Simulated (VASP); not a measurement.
# TePb (Pm-3m) in VASP: notebook

Aim: see how the results for TePb move with the level of theory and the settings. Levels: PBE, revPBE, BLYP+D4, BLYP+D3(BJ). Tasks: single point.

Program: VASP 6.6.1. These are calculated values, not measurements. Logs are shortened: lines on timing, memory, paths and dates and some standing lists are left out, and cuts for length are marked.

**1. The cell of the first run**

The structure is cubic, space group Pm-3m (No. 221). Conventional cell: a = 4.002 Å, b = 4.002 Å, c = 4.002 Å, α = 90.00°, β = 90.00°, γ = 90.00°. Pb (site symmetry m-3m) has 8 Te at 3.47 Å and 6 Pb at 4.00 Å within 4.6 Å. Te (site symmetry m-3m) has 8 Pb at 3.47 Å and 6 Te at 4.00 Å within 4.6 Å.

**2. Single point, PBE**

File INCAR:

```
SYSTEM = TePb
  PREC = Accurate
  ENCUT = 520
  EDIFF = 1E-6
  ISMEAR = 0
  SIGMA = 0.028999999999999998
  LREAL = .FALSE.
  LASPH = .TRUE.
  NELM = 60
  ALGO = Normal
  ISIF = 2
  LWAVE = .FALSE.
  LCHARG = .FALSE.
  GGA = PE
  NBANDS = 17
```

File KPOINTS:

```
Automatic mesh
0
G
  7 7 7
  0 0 0
```

File POSCAR:

```
TePb
1.0
    4.0022870000      0.0000000000      0.0000000000
    0.0000000000      4.0022870000      0.0000000000
    0.0000000000      0.0000000000      4.0022870000
Pb Te
1 1
Direct
    0.0000000000      0.0000000000      0.0000000000
    0.5000000000      0.5000000000      0.5000000000
```

Potentials or basis: VASP PAW PBE potentials, release 64 (Pb_d, Te).

Run with:

```bash
$ cat potpaw_PBE.64/Pb_d/POTCAR potpaw_PBE.64/Te/POTCAR > POTCAR
$ mpirun -np 1 vasp_std > vasp.out
```

OUTCAR:

```text
SYSTEM = TePb
   PREC = Accurate
   ENCUT = 520
   EDIFF = 1E-6
   ISMEAR = 0
   LREAL = .FALSE.
   LASPH = .TRUE.
   NELM = 60
   ISIF = 2
   GGA = PE

 ion  position               nearest neighbor table
   1  0.000  0.000  0.000-   2 3.47   2 3.47   2 3.47   2 3.47   2 3.47   2 3.47   2 3.47   2 3.47

   2  0.500  0.500  0.500-   1 3.47   1 3.47   1 3.47   1 3.47   1 3.47   1 3.47   1 3.47   1 3.47

  LATTYP: Found a simple cubic cell.
 ALAT       =     4.0022870000

  Lattice vectors:

 A1 = (   4.0022870000,   0.0000000000,   0.0000000000)
 A2 = (   0.0000000000,   4.0022870000,   0.0000000000)
 A3 = (   0.0000000000,   0.0000000000,   4.0022870000)

Analysis of symmetry for initial positions (statically):
=====================================================================
 Subroutine PRICEL returns:
 Original cell was already a primitive cell.

 Routine SETGRP: Setting up the symmetry group for a
 simple cubic supercell.

 Subroutine GETGRP returns: Found 48 space group operations
 (whereof 48 operations were pure point group operations)
 out of a pool of 48 trial point group operations.

The static configuration has the point symmetry O_h .

Analysis of symmetry for dynamics (positions and initial velocities):
=====================================================================
 Subroutine PRICEL returns:
 Original cell was already a primitive cell.

 Routine SETGRP: Setting up the symmetry group for a
 simple cubic supercell.

 Subroutine GETGRP returns: Found 48 space group operations
 (whereof 48 operations were pure point group operations)
 out of a pool of 48 trial point group operations.

The dynamic configuration has the point symmetry O_h .

 Subroutine INISYM returns: Found 48 space group operations
 (whereof 48 operations are pure point group operations),
 and found     1 'primitive' translations

----------------------------------------------------------------------------------------

                                     Primitive cell

  volume of cell :      64.1098

  direct lattice vectors                    reciprocal lattice vectors
     4.002287000  0.000000000  0.000000000     0.249857144  0.000000000  0.000000000
     0.000000000  4.002287000  0.000000000     0.000000000  0.249857144  0.000000000
     0.000000000  0.000000000  4.002287000     0.000000000  0.000000000  0.249857144

  length of vectors
     4.002287000  4.002287000  4.002287000     0.249857144  0.249857144  0.249857144

[... 74 lines left out ...]
   NELM   =     60;   NELMIN=  2; NELMDL= -5     # of ELM steps
   EDIFF  = 0.1E-05   stopping-criterion for ELM
   LREAL  =      F    real-space projection
   EDIFFG = 0.1E-04   stopping-criterion for IOM
   NSW    =      0    number of steps for IOM
   IBRION =     -1    ionic relax: 0-MD 1-quasi-New 2-CG
   NFREE  =      0    steps in history (QN), initial steepest desc. (CG)
   ISIF   =      2    stress and relaxation
   ISYM   =      2    0-nonsym 1-usesym 2-fastsym
   POTIM  = 0.5000    time-step for ionic-motion
   TEBEG  =    0.0;   TEEND  =   0.0 temperature during run
   PSTRESS=    0.0 pullay stress
   NELECT =      20.0000    total number of electrons
   NUPDOWN=      -1.0000    fix difference up-down
   EMIN   =  10.00;   EMAX   =-10.00  energy-range for DOS
   EFERMI =   0.00;   METHOD = LEGACY
   ISMEAR =     0;   SIGMA  =   0.03  broadening in eV -4-tet -1-fermi 0-gaus
   EFERMI_NEDOS =   21; number of points for ismear=-14 and -15
   IALGO  =     38    algorithm
   IMIX   =      4    mixing-type and parameters
     AMIX     =   0.40;   BMIX     =  1.00
     AMIX_MAG =   1.60;   BMIX_MAG =  1.00
  volume/ion in A,a.u.               =      32.05       216.32
  Fermi-wavevector in a.u.,A,eV,Ry     =   1.110307  2.098177 16.773027  1.232783
  Thomas-Fermi vector in A             =   2.246857
   LORBIT       =      0    0 simple, 1 ext, 2 COOP (PROOUT), +10 PAW based schemes
   GGA     = PE    functional components
   LHFCALC =     F    Hartree Fock is set to
   AEXX    =    0.0000 exact exchange contribution
   IVDW    =     0    specifies the selected vdW correction
   LEPSILON=     F    determine dielectric tensor
   LRPA    =     F    only Hartree local field effects (RPA)
 non-spin polarized calculation
 Gauss-broadening in eV      SIGMA  =   0.03
  energy-cutoff  :      520.00
  volume of cell :       64.11
 maximum number of plane-waves:      1751
 NGX is ok and might be reduce to    30
   NGX = 15   NGY = 15   NGZ = 15

 number of electron      20.0000009 magnetization

 Free energy of the ion-electron system (eV)
  ---------------------------------------------------
  ext. energy  EPLUGINS =         0.00000000
  ---------------------------------------------------
  free energy    TOTEN  =        -7.05276446 eV

  energy without entropy =       -7.05062326  energy(sigma->0) =       -7.05169386

 E-fermi :   6.3988     XC(G=0):  -9.6816

 val. band max:        6.3972035284   @ k =   0.4286   0.2857   0.0000
 cond. band min:       6.4095218408   @ k =   0.4286   0.4286   0.2857
 fundamental gap:      0.0123183125
 Fermi energy:         6.3988492232

 k-point     1 :       0.0000    0.0000    0.0000
  band No.  band energies     occupation
      1     -10.7844      2.00000
      2     -10.7844      2.00000
      3     -10.7012      2.00000
      4     -10.7012      2.00000
      5     -10.7012      2.00000
      6      -5.7676      2.00000
[... 377 lines left out ...]
      4     -10.6779      2.00000
      5     -10.6779      2.00000
      6      -3.3831      2.00000
[... 9 lines left out ...]
     16      18.8125      0.00000
     17      20.8020      0.00000

------------------------ aborting loop because EDIFF is reached ----------------------------------------

  FORCE on cell =-STRESS in cart. coord.  units (eV):
  Direction    XX          YY          ZZ          XY          YZ          ZX
  --------------------------------------------------------------------------------------
  -------------------------------------------------------------------------------------
  Total        0.0125375      0.0125375      0.0125375     -0.0000000     -0.0000000      0.0000000
  in kB        0.3133272      0.3133272      0.3133272     -0.0000000     -0.0000000      0.0000000
  external PRESSURE =       0.3133272 kB  Pullay stress =       0.0000000 kB

 VOLUME and BASIS-vectors are now :
 -----------------------------------------------------------------------------
  energy-cutoff  :      520.00
  volume of cell :       64.11
      direct lattice vectors                 reciprocal lattice vectors
     4.002287000  0.000000000  0.000000000     0.249857144  0.000000000  0.000000000
     0.000000000  4.002287000  0.000000000     0.000000000  0.249857144  0.000000000
     0.000000000  0.000000000  4.002287000     0.000000000  0.000000000  0.249857144

 POSITION                                       TOTAL-FORCE (eV/Angst)
 -----------------------------------------------------------------------------------
      0.00000      0.00000      0.00000         0.000000      0.000000      0.000000
      2.00114      2.00114      2.00114         0.000000      0.000000      0.000000
 -----------------------------------------------------------------------------------
    total drift:                                0.000000     -0.000000     -0.000000

  FREE ENERGIE OF THE ION-ELECTRON SYSTEM (eV)
  ---------------------------------------------------
  free  energy   TOTEN  =        -7.0527644625 eV

  energy  without entropy=       -7.0506232638  energy(sigma->0) =       -7.05169386
```

OSZICAR:

```text
N       E                     dE             d eps       ncg     rms          rms(c)
DAV:   1     0.147022363165E+03    0.14702E+03   -0.92053E+03   688   0.115E+03
DAV:   2     0.226333045623E+01   -0.14476E+03   -0.14009E+03   745   0.291E+02
DAV:   3    -0.702774310475E+01   -0.92911E+01   -0.92172E+01   900   0.795E+01
DAV:   4    -0.725632555595E+01   -0.22858E+00   -0.22849E+00   902   0.136E+01
DAV:   5    -0.726515354820E+01   -0.88280E-02   -0.88277E-02   967   0.241E+00    0.353E+00
DAV:   6    -0.706046815687E+01    0.20469E+00   -0.44761E-01   934   0.438E+00    0.231E+00
DAV:   7    -0.705687448819E+01    0.35937E-02   -0.10758E-01   876   0.147E+00    0.102E+00
DAV:   8    -0.708883419625E+01   -0.31960E-01   -0.18347E-01   888   0.266E+00    0.712E-01
DAV:   9    -0.705242881751E+01    0.36405E-01   -0.10848E-01   961   0.201E+00    0.479E-02
DAV:  10    -0.705277332891E+01   -0.34451E-03   -0.30167E-03   733   0.350E-01    0.690E-02
DAV:  11    -0.705286412783E+01   -0.90799E-04   -0.52599E-04   992   0.972E-02    0.549E-02
DAV:  12    -0.705276822471E+01    0.95903E-04   -0.12625E-04   923   0.577E-02    0.206E-02
DAV:  13    -0.705276592433E+01    0.23004E-05   -0.31860E-05   810   0.258E-02    0.833E-03
DAV:  14    -0.705276467395E+01    0.12504E-05   -0.35482E-06   721   0.877E-03    0.303E-03
DAV:  15    -0.705276446254E+01    0.21141E-06   -0.68459E-07   411   0.368E-03
   1 F= -.70527645E+01 E0= -.70516939E+01  d E =-.214120E-02
```

stdout:

```text
POSCAR found type information on POSCAR PbTe
 POSCAR found :  2 types and       2 ions
 scaLAPACK will be used
 LDA part: xc-table for (Slater+PW92), standard interpolation
 POSCAR, INCAR and KPOINTS ok, starting setup
 FFT: planning ... GRIDC
 FFT: planning ... GRID_SOFT
 FFT: planning ... GRID
 WAVECAR not read
 entering main loop
```

It took 39 s on 1 thread of Intel Xeon 8259CL, shared host; peak memory 0.18 GiB.

What came out:

```
Free energy            : -7.0528 eV
Pressure               : 0.0 GPa
Band gap on the k mesh : zero (bands 10 and 11 overlap by 0.80 eV)
```

Caveat: spin-orbit coupling is left out, which moves the levels of the heavy elements.

[end of part 1 of 3]
